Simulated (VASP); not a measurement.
Wanted: the native input for a VASP 6.6.1 run.

```yaml
Task: single point
Functional: revPBE
Potentials_or_basis: VASP PAW PBE potentials, release 64 (Hg)
Cutoff: 520 eV
k_mesh: 8 × 8 × 8
Occupations: gaussian, width 0.1 eV
Spin: no spin polarisation
Dipole_correction: no
Further_INCAR_settings: ALGO = Normal; EDIFF = 1e-07; NBANDS = 12
```

The structure of Hg lies in POSCAR:

```
Hg
1.0
    0.0000000000      2.3919113801      2.3919113801
    2.3919113801      0.0000000000      2.3919113801
    2.3919113801      2.3919113801      0.0000000000
Hg
1
Direct
    0.0000000000      0.0000000000      0.0000000000
```

These files were run (other wordings do the same):

INCAR

```
SYSTEM = Hg
PREC = Accurate ; ENCUT = 520
EDIFF = 1E-7 ; ISMEAR = 0
SIGMA = 0.1 ; LREAL = .FALSE.
LASPH = .TRUE. ; NELM = 80
ALGO = Normal ; ISIF = 2
LWAVE = .FALSE. ; LCHARG = .FALSE.
GGA = RE ; NBANDS = 12
```

KPOINTS

```
Automatic mesh
0
G
  8 8 8
  0 0 0
```

Potentials or basis: VASP PAW PBE potentials, release 64 (Hg).

Launch:

```sh
$ cat potpaw_PBE.64/Hg/POTCAR > POTCAR
$ mpirun -np 1 vasp_std > vasp.out
```

Results of the run:

- Pressure: 3.7 GPa
- Band gap on the k mesh: zero (band 6 reaches 1.69 eV, above the bottom of band 7 at 0.83 eV)

Caveat: the PAW data sets were made with another functional, which shifts forces and pressure a little; spin-orbit coupling is left out, which moves the levels of the heavy elements.

Run time: 6.7 s on 1 thread of Intel(R) Xeon(R) Platinum 8488C (Sapphire Rapids), on a shared host, peak memory 0.15 GiB.
